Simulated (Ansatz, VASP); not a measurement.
# BaTiO3 in VASP and in Ansatz

```
Ba Ti O
1.0
     3.99980    0.00000    0.00000
     0.00000    3.99980    0.00000
     0.00000    0.00000    4.01800
Ba Ti O
1 1 3
Direct
  0.00000 0.00000 0.00000
  0.50000 0.50000 0.50000
  0.50000 0.50000 0.00000
  0.50000 0.00000 0.50000
  0.00000 0.50000 0.50000
```

Alike in both runs: task electric field gradients; functional PBEsol; k mesh 7 × 7 × 7; occupations fermi-dirac, width 0.03 eV; no spin polarisation.

```csv
,VASP,Ansatz
version,VASP 6.6.1,Ansatz 0.2.0
potentials or method,"VASP PAW PBE potentials, release 64 (Ba_sv, Ti_sv, O), cutoff 520 eV","all-electron PAW with datasets made for the crystal, scalar-relativistic"
```

Ansatz gave:

```
gap on the k mesh at the Fermi level (eV)                     : 1.82
pressure (GPa)                                                : -4.6
traceless stress, the component that is largest in VASP (GPa) : -0.55
size of Vzz on the site where it differs most (V/Å²)          : 0.7
```

**Question.** Estimate VASP's values.

**Answer.** gap on the k mesh at the Fermi level (eV): 1.75; pressure (GPa): -2.8; traceless stress, the component that is largest in VASP (GPa): -0.57; size of Vzz on the site where it differs most (V/Å²): 0.8.

VASP's potentials were made for PBE, not for PBEsol. Ansatz ran all-electron here, and VASP with PAW potentials.

Neither program's run includes spin-orbit coupling.
